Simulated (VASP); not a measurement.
Write the native input for VASP 6.6.1 that does the following.

```
Task                               : single point
Functional                         : HSE06
Potentials or basis                : VASP PAW PBE potentials, release 64 (Ge_d)
Cutoff                             : 520 eV
k mesh                             : 4 × 4 × 4
Occupations                        : fermi-dirac, width 0.05 eV
Spin                               : no spin polarisation
Dipole correction                  : no
Grid for exact exchange (PRECFOCK) : Normal
Further INCAR settings             : ALGO = Normal; EDIFF = 1e-06; NBANDS = 21
Share of exact exchange            : 0.25
Screening parameter                : 0.2079 1/Å
```

The system is Ge.

```
CELL_PARAMETERS angstrom
0.00000 2.88000 2.88000
2.88000 0.00000 2.88000
2.88000 2.88000 0.00000
ATOMIC_POSITIONS crystal
Ge 0.00601 0.00601 0.00601
Ge 0.25000 0.25000 0.25000
```

One way to write it, as run:

POSCAR

```
Ge
1.0
    0.0000000000      2.8800000000      2.8800000000
    2.8800000000      0.0000000000      2.8800000000
    2.8800000000      2.8800000000      0.0000000000
Ge
2
Direct
    0.0060140653      0.0060140653      0.0060140653
    0.2500000000      0.2500000000      0.2500000000
```

INCAR.step1

```
  ALGO = Normal
  EDIFF = 1E-5
  ENCUT = 520
  GGA = PE
  ISIF = 2
  ISMEAR = -1
  LASPH = T
  LCHARG = F
  LREAL = F
  LWAVE = T
  NBANDS = 21
  NELM = 60
  PREC = Accurate
  SIGMA = 0.05
```

INCAR.step2

```
  ALGO = Normal
  EDIFF = 1E-6
  ENCUT = 520
  GGA = PE
  HFSCREEN = 0.2079
  ISIF = 2
  ISMEAR = -1
  ISTART = 1
  LASPH = T
  LCHARG = F
  LHFCALC = T
  LREAL = F
  LWAVE = F
  NBANDS = 21
  NELM = 60
  PREC = Accurate
  PRECFOCK = Normal
  SIGMA = 0.05
```

KPOINTS

```
k-points
0
Gamma
  4 4 4
```

Potentials or basis: VASP PAW PBE potentials, release 64 (Ge_d).

The run is started by

```console
$ cat potpaw_PBE.64/Ge_d/POTCAR > POTCAR
$ cp INCAR.step1 INCAR
$ mpirun -np 1 vasp_std > vasp.out
$ cp INCAR.step2 INCAR
$ mpirun -np 1 vasp_std > vasp.out
```

It gave:

* Pressure: -2.3 GPa
* Largest force: 0.755 eV/Å
* Band gap on the k mesh: 0.22 eV

Caveat: the k points lie up to 0.47 Å⁻¹ apart; the PAW data sets were made with another functional, which shifts forces and pressure a little.

Wall time 38 min on 1 thread of Intel Xeon 8259CL (shared host), peak memory 0.28 GiB.
